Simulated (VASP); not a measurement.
# BN (F-43m) in VASP: notebook

The runs below take BN through relaxation of cell and atoms, single point, with PBEsol+D4, SVWN5, PBE.

Program: VASP 6.6.1. These are calculated values, not measurements. Logs are shortened: lines on timing, memory, paths and dates and some standing lists are left out, and cuts for length are marked.

## 1. The cell of the first run

Symmetry: F-43m, No. 216, cubic system. The conventional cell has a = 3.626 Å, b = 3.626 Å, c = 3.626 Å, α = 90.00°, β = 90.00°, γ = 90.00°. N (site symmetry -43m) has 4 B at 1.57 Å within 2.1 Å. Within 2.1 Å of B (site symmetry -43m) lie 4 N at 1.57 Å.

## 2. Relaxation of cell and atoms, PBEsol+D4

File INCAR:

```
SYSTEM = BN
ALGO = Normal ; EDIFF = 1E-6
EDIFFG = -0.01 ; ENCUT = 600
GGA = PS ; IBRION = 2
ISIF = 3 ; ISMEAR = -1
IVDW = 13 ; LASPH = .TRUE.
LCHARG = .FALSE. ; LREAL = .FALSE.
LWAVE = .FALSE. ; NELM = 80
NSW = 80 ; PREC = Accurate
SIGMA = 0.05
```

File KPOINTS:

```
k-points
0
G
  13 13 13
  0 0 0
```

File POSCAR:

```
BN
1.0
    0.0000000000      1.8130010000      1.8130010000
    1.8130010000      0.0000000000      1.8130010000
    1.8130010000      1.8130010000      0.0000000000
N B
1 1
Direct
    0.2500000000      0.2500000000      0.2500000000
    0.0000000000      0.0000000000      0.0000000000
```

Potentials or basis: VASP PAW PBE potentials, release 64 (N, B).

Command:

```console
$ cat potpaw_PBE.64/N/POTCAR potpaw_PBE.64/B/POTCAR > POTCAR
$ mpirun -np 1 vasp_std > vasp.out
```

OUTCAR:

```text
SYSTEM = BN
   EDIFF = 1E-6
   EDIFFG = -0.01
   ENCUT = 600
   GGA = PS
   IBRION = 2
   ISIF = 3
   ISMEAR = -1
   IVDW = 13
   LASPH = .TRUE.
   LREAL = .FALSE.
   NELM = 80
   NSW = 80
   PREC = Accurate

 ion  position               nearest neighbor table
   1  0.250  0.250  0.250-   2 1.57   2 1.57   2 1.57   2 1.57
   2  0.000  0.000  0.000-   1 1.57   1 1.57   1 1.57   1 1.57

  LATTYP: Found a face centered cubic cell.
 ALAT       =     3.6260020000

  Lattice vectors:

 A1 = (   0.0000000000,   1.8130010000,   1.8130010000)
 A2 = (   1.8130010000,   0.0000000000,   1.8130010000)
 A3 = (   1.8130010000,   1.8130010000,   0.0000000000)

Analysis of symmetry for initial positions (statically):
=====================================================================
 Subroutine PRICEL returns:
 Original cell was already a primitive cell.

 Routine SETGRP: Setting up the symmetry group for a
 face centered cubic supercell.

 Subroutine GETGRP returns: Found 24 space group operations
 (whereof 24 operations were pure point group operations)
 out of a pool of 48 trial point group operations.

The static configuration has the point symmetry T_d .

Analysis of symmetry for dynamics (positions and initial velocities):
=====================================================================
 Subroutine PRICEL returns:
 Original cell was already a primitive cell.

 Routine SETGRP: Setting up the symmetry group for a
 face centered cubic supercell.

 Subroutine GETGRP returns: Found 24 space group operations
 (whereof 24 operations were pure point group operations)
 out of a pool of 48 trial point group operations.

The dynamic configuration has the point symmetry T_d .

 Subroutine INISYM returns: Found 24 space group operations
 (whereof 24 operations are pure point group operations),
 and found     1 'primitive' translations

----------------------------------------------------------------------------------------

                                     Primitive cell

  volume of cell :      11.9186

  direct lattice vectors                    reciprocal lattice vectors
     0.000000000  1.813001000  1.813001000    -0.275785838  0.275785838  0.275785838
     1.813001000  0.000000000  1.813001000     0.275785838 -0.275785838  0.275785838
     1.813001000  1.813001000  0.000000000     0.275785838  0.275785838 -0.275785838

  length of vectors
     2.563970603  2.563970603  2.563970603     0.477675083  0.477675083  0.477675083

  position of ions in fractional coordinates (direct lattice)
     0.250000000  0.250000000  0.250000000
     0.000000000  0.000000000  0.000000000

  ion indices of the primitive-cell ions
   primitive index   ion index
                 1           1
                 2           2

----------------------------------------------------------------------------------------

 KPOINTS: k-points

Automatic generation of k-mesh.
 Grid dimensions read from file:
 generate k-points for:   13   13   13

 Generating k-lattice:

  Cartesian coordinates                     Fractional coordinates (reciprocal lattice)
    -0.021214295  0.021214295  0.021214295     0.076923077  0.000000000  0.000000000
     0.021214295 -0.021214295  0.021214295     0.000000000  0.076923077  0.000000000
     0.021214295  0.021214295 -0.021214295     0.000000000  0.000000000  0.076923077

  Length of vectors
     0.036744237  0.036744237  0.036744237

  Shift w.r.t. Gamma in fractional coordinates (k-lattice)
     0.000000000  0.000000000  0.000000000

 Subroutine IBZKPT returns following result:
 ===========================================

 Found     84 irreducible k-points:

 Following reciprocal coordinates:
            Coordinates               Weight
  0.000000  0.000000  0.000000      1.000000
  0.076923  0.000000  0.000000      8.000000
  0.153846  0.000000  0.000000      8.000000
  0.230769  0.000000  0.000000      8.000000
  0.307692  0.000000  0.000000      8.000000
  0.384615  0.000000  0.000000      8.000000
[... 16 lines left out ...]
  0.384615  0.153846  0.000000     24.000000
  0.461538  0.153846  0.000000     24.000000
 [... further k-points ...]
   k-points           NKPTS =     84   k-points in BZ     NKDIM =     84   number of bands    NBANDS=      8
   number of dos      NEDOS =    301   number of ions     NIONS =      2
   total plane-waves  NPLWV =   8000
   dimension x,y,z NGX =    20 NGY =   20 NGZ =   20
   dimension x,y,z NGXF=    40 NGYF=   40 NGZF=   40
   ions per type =               1   1
   NGX,Y,Z   is equivalent  to a cutoff of  12.97, 12.97, 12.97 a.u.
   NGXF,Y,Z  is equivalent  to a cutoff of  25.94, 25.94, 25.94 a.u.
 SYSTEM =  BN
   PREC   = accura    normal or accurate (medium, high low for compatibility)
   ISTART =      0    job   : 0-new  1-cont  2-samecut
   ICHARG =      2    charge: 1-file 2-atom 10-const
   ISPIN  =      1    spin polarized calculation?
   LNONCOLLINEAR =      F non collinear calculations
   LSORBIT =      F    spin-orbit coupling
   LASPH  =      T    aspherical Exc in radial PAW
   ENCUT  =  600.0 eV  44.10 Ry    6.64 a.u.   5.12  5.12  5.12*2*pi/ulx,y,z
   NELM   =     80;   NELMIN=  2; NELMDL= -5     # of ELM steps
   EDIFF  = 0.1E-05   stopping-criterion for ELM
   LREAL  =      F    real-space projection
   EDIFFG = -.1E-01   stopping-criterion for IOM
   NSW    =     80    number of steps for IOM
   IBRION =      2    ionic relax: 0-MD 1-quasi-New 2-CG
   NFREE  =      1    steps in history (QN), initial steepest desc. (CG)
   ISIF   =      3    stress and relaxation
   ISYM   =      2    0-nonsym 1-usesym 2-fastsym
   POTIM  = 0.5000    time-step for ionic-motion
   TEBEG  =    0.0;   TEEND  =   0.0 temperature during run
   PSTRESS=    0.0 pullay stress
   NELECT =       8.0000    total number of electrons
   NUPDOWN=      -1.0000    fix difference up-down
   EMIN   =  10.00;   EMAX   =-10.00  energy-range for DOS
   EFERMI =   0.00;   METHOD = LEGACY
   ISMEAR =    -1;   SIGMA  =   0.05  broadening in eV -4-tet -1-fermi 0-gaus
   EFERMI_NEDOS =   21; number of points for ismear=-14 and -15
   IALGO  =     38    algorithm
   IMIX   =      4    mixing-type and parameters
     AMIX     =   0.40;   BMIX     =  1.00
     AMIX_MAG =   1.60;   BMIX_MAG =  1.00
  volume/ion in A,a.u.               =       5.96        40.22
  Fermi-wavevector in a.u.,A,eV,Ry     =   1.433387  2.708709 27.954506  2.054598
  Thomas-Fermi vector in A             =   2.552911
   LORBIT       =      0    0 simple, 1 ext, 2 COOP (PROOUT), +10 PAW based schemes
   GGA     = PS    functional components
   LHFCALC =     F    Hartree Fock is set to
   AEXX    =    0.0000 exact exchange contribution
   IVDW    =    13    specifies the selected vdW correction
   LEPSILON=     F    determine dielectric tensor
   LRPA    =     F    only Hartree local field effects (RPA)
 conjugate gradient relaxation of ions
 non-spin polarized calculation
  energy-cutoff  :      600.00
  volume of cell :       11.92
 maximum number of plane-waves:       411
   NGX = 11   NGY = 11   NGZ = 11

--------------------------------------- Ionic step        1  -------------------------------------------

 number of electron       7.9999999 magnetization

 Free energy of the ion-electron system (eV)
  ---------------------------------------------------
  ext. energy  EPLUGINS =         0.00000000
  ---------------------------------------------------
  free energy    TOTEN  =       -18.34773670 eV

  energy without entropy =      -18.34773670  energy(sigma->0) =      -18.34773670

------------------------ aborting loop because EDIFF is reached ----------------------------------------

  DFT-D4 for vdW energy calculation

  Edisp (eV):   -0.26389

  FORCE on cell =-STRESS in cart. coord.  units (eV):
  Direction    XX          YY          ZZ          XY          YZ          ZX
  --------------------------------------------------------------------------------------
  -------------------------------------------------------------------------------------
  Total      -0.68454    -0.68454    -0.68454    -0.00000     0.00000    -0.00000
  in kB     -92.02086   -92.02086   -92.02086    -0.00000     0.00000    -0.00000
  external pressure =      -92.02 kB  Pullay stress =        0.00 kB
[... 61 lines left out ...]
  energy  without entropy=      -18.6105997702  energy(sigma->0) =      -18.61059977

--------------------------------------- Ionic step        3  -------------------------------------------

 number of electron       7.9999998 magnetization

 Free energy of the ion-electron system (eV)
  ---------------------------------------------------
  ext. energy  EPLUGINS =         0.00000000
  ---------------------------------------------------
  free energy    TOTEN  =       -18.35038913 eV

  energy without entropy =      -18.35038913  energy(sigma->0) =      -18.35038913

 E-fermi :   8.4313     XC(G=0): -13.0908

 val. band max:        7.5512879160   @ k =   0.0000   0.0000   0.0000
 cond. band min:      11.9212700069   @ k =   0.4615   0.4615   0.0000
 fundamental gap:      4.3699820909
 Fermi energy:         8.4312924966

 k-point     1 :       0.0000    0.0000    0.0000
  band No.  band energies     occupation
      1     -12.8765      2.00000
      2       7.5513      2.00000
      3       7.5513      2.00000
      4       7.5513      2.00000
      5      16.3842      0.00000
      6      16.3842      0.00000
      7      16.3842      0.00000
      8      18.0667      0.00000
[... 243 lines left out ...]
 k-point    24 :       0.4615    0.1538    0.0000
  band No.  band energies     occupation
      1      -8.7983      2.00000
      2      -1.8991      2.00000
      3       4.2306      2.00000
      4       4.6576      2.00000
      5      16.4011      0.00000
      6      19.7974      0.00000
      7      20.1236      0.00000
      8      22.2998      0.00000

 [... further k-points ...]

------------------------ aborting loop because EDIFF is reached ----------------------------------------

  DFT-D4 for vdW energy calculation

  Edisp (eV):   -0.26968

  FORCE on cell =-STRESS in cart. coord.  units (eV):
  Direction    XX          YY          ZZ          XY          YZ          ZX
  --------------------------------------------------------------------------------------
  -------------------------------------------------------------------------------------
  Total      -0.00271    -0.00271    -0.00271    -0.00000     0.00000     0.00000
  in kB      -0.37275    -0.37275    -0.37275    -0.00000     0.00000     0.00000
  external pressure =       -0.37 kB  Pullay stress =        0.00 kB
[... 17 lines left out ...]
  FREE ENERGIE OF THE ION-ELECTRON SYSTEM (eV)
  ---------------------------------------------------
  free  energy   TOTEN  =       -18.6200646820 eV

  energy  without entropy=      -18.6200646819  energy(sigma->0) =      -18.62006468

 reached required accuracy - stopping structural energy minimisation
```

Run time: 14 s. Hardware: 1 thread of Intel Xeon 6975P-C (Granite Rapids), shared host; peak memory 0.12 GiB.

Results:

| Item | Value |
| --- | --- |
| Free energy | -18.6201 eV |
| Relaxed volume | 5.82 Å³/atom |
| Relaxed cell | a = 2.543 Å, b = 2.543 Å, c = 2.543 Å, α = 60.00°, β = 60.00°, γ = 60.00° |
| Space group after relaxing (to 0.05 Å) | F-43m (No. 216) |
| Energy gained by relaxing | 4.2 meV/atom |
| Ionic steps | 3 |
| Pressure after relaxing | 0.0 GPa |
| Band gap on the k mesh | 4.37 eV, indirect (least direct gap 8.83 eV) |
| Dispersion energy per atom | -0.135 eV |

Step by step:
| step | energy change (eV) | largest force (eV/Å) | pressure (GPa) | volume (Å³) |
| --- | --- | --- | --- | --- |
| 1 | 0.0000 | 0.0000 | -9.20 | 11.92 |
| 2 | 0.0010 | 0.0000 | 10.59 | 11.34 |
| 3 | -0.0084 | 0.0000 | -0.04 | 11.63 |

Final structure:
```
CELL_PARAMETERS angstrom
0.00000 1.79834 1.79834
1.79834 0.00000 1.79834
1.79834 1.79834 0.00000
ATOMIC_POSITIONS crystal
N 0.25000 0.25000 0.25000
B 0.00000 0.00000 0.00000
```

Levels at points of the mesh, in eV from the valence-band top:
| k point | band 2 | band 3 | band 4 | band 5 | band 6 | band 7 |
| --- | --- | --- | --- | --- | --- | --- |
| (0.00, 0.00, 0.00) | 0.00 | 0.00 | 0.00 | 8.83 | 8.83 | 8.83 |

Caveat: the PAW data sets were made with another functional, which shifts forces and pressure a little.

## 3. Single point, SVWN5 (atoms moved at random)

File INCAR:

```
SYSTEM = BN
ALGO = Normal
EDIFF = 1E-6
ENCUT = 520
GGA = VW
ISIF = 2
ISMEAR = 1
LASPH = .TRUE.
LCHARG = .FALSE.
LREAL = .FALSE.
LWAVE = .FALSE.
NBANDS = 11
NELM = 80
PREC = Accurate
SIGMA = 0.025
```

File KPOINTS:

```
k-points
0
G
  10 10 10
  0 0 0
```

File POSCAR:

```
BN
1.0
    0.0000000000      1.8130010000      1.8130010000
    1.8130010000      0.0000000000      1.8130010000
    1.8130010000      1.8130010000      0.0000000000
N B
1 1
Direct
    0.2777682830      0.2355205044      0.2115841923
    0.0277677170     -0.0144795044     -0.0384151923
```

Potentials or basis: VASP PAW PBE potentials, release 64 (N, B).

Command:

```console
$ cat potpaw_PBE.64/N/POTCAR potpaw_PBE.64/B/POTCAR > POTCAR
$ mpirun -np 1 vasp_std > vasp.out
```

It took 3.9 s on 1 thread of AMD EPYC 7R13 (Zen 3), shared host; peak memory 0.08 GiB.

The run converged. Its results:

```
Free energy            : -19.3030 eV
Pressure               : -13.5 GPa
Band gap on the k mesh : 4.34 eV, indirect (least direct gap 8.66 eV)
```

Levels at points of the mesh, in eV from the valence-band top:
| k point | band 1 | band 2 | band 3 | band 4 | band 5 | band 6 | band 7 | band 8 |
| --- | --- | --- | --- | --- | --- | --- | --- | --- |
| (0.00, 0.00, 0.00) | -19.97 | 0.00 | 0.00 | 0.00 | 8.66 | 8.66 | 8.66 | 10.29 |
| (0.50, 0.00, 0.00) | -15.73 | -10.62 | -1.93 | -1.93 | 10.10 | 10.53 | 10.53 | 14.93 |
| (0.50, 0.50, 0.00) | -14.37 | -8.82 | -4.88 | -4.88 | 4.35 | 9.12 | 17.57 | 17.57 |

Caveat: the cell differs from its parent crystal (atoms moved at random); the PAW data sets were made with another functional, which shifts forces and pressure a little.

## 4. Single point, PBE

File INCAR:

```
ALGO = Normal
EDIFF = 1E-6
ENCUT = 520
GGA = PE
ISIF = 2
ISMEAR = -1
LASPH = True
LCHARG = False
LREAL = False
LWAVE = False
NBANDS = 11
NELM = 80
PREC = Accurate
SIGMA = 0.05
```

File KPOINTS:

```
k-points
0
Gamma
  13 13 13
```

File POSCAR:

```
BN
1.0
    0.0000000000      1.8123263662      1.8123263662
    1.8123263662      0.0000000000      1.8123263662
    1.8123263662      1.8123263662      0.0000000000
N B
1 1
Direct
    0.2500000000      0.2500000000      0.2500000000
    0.0000000000      0.0000000000      0.0000000000
```

Command:

```console
$ cat potpaw_PBE.64/N/POTCAR potpaw_PBE.64/B/POTCAR > POTCAR
$ mpirun -np 1 vasp_std > vasp.out
```

It took 7.3 s on 1 thread of AMD EPYC 7R13 (Zen 3), shared host; peak memory 0.09 GiB.

It converged, with:

```yaml
Free_energy: -17.4510 eV
Pressure: 0.3 GPa
Band_gap_on_the_k_mesh: 4.52 eV, indirect (least direct gap 8.78 eV)
```

Levels at points of the mesh, in eV from the valence-band top:
```tsv
k point	band 2	band 3	band 4	band 5	band 6	band 7
(0.00, 0.00, 0.00)	0.00	0.00	0.00	8.78	8.78	8.78
```

## 5. Summary

```tsv
task	level	cell	k mesh	cutoff (eV)	smearing	gap on the mesh (eV)	pressure (GPa)
relaxation of cell and atoms	PBEsol+D4	relaxed from a = 2.564 Å, angles 60.0°, 2 atoms	13 × 13 × 13	600	fermi-dirac 0.05 eV	4.37	0.0
single point	SVWN5	a = 2.564 Å, angles 60.0°, 2 atoms	10 × 10 × 10	520	methfessel-paxton 0.025 eV	4.34	-13.5
single point	PBE	a = 2.563 Å, angles 60.0°, 2 atoms	13 × 13 × 13	520	fermi-dirac 0.05 eV	4.52	0.3
```

Alike in all rows: potentials or basis VASP PAW PBE potentials, release 64 (N, B); no spin polarisation.

Caveats: the PAW data sets were made with another functional, which shifts forces and pressure a little (some runs).

Absolute energies hang on the potentials; compare differences alone.
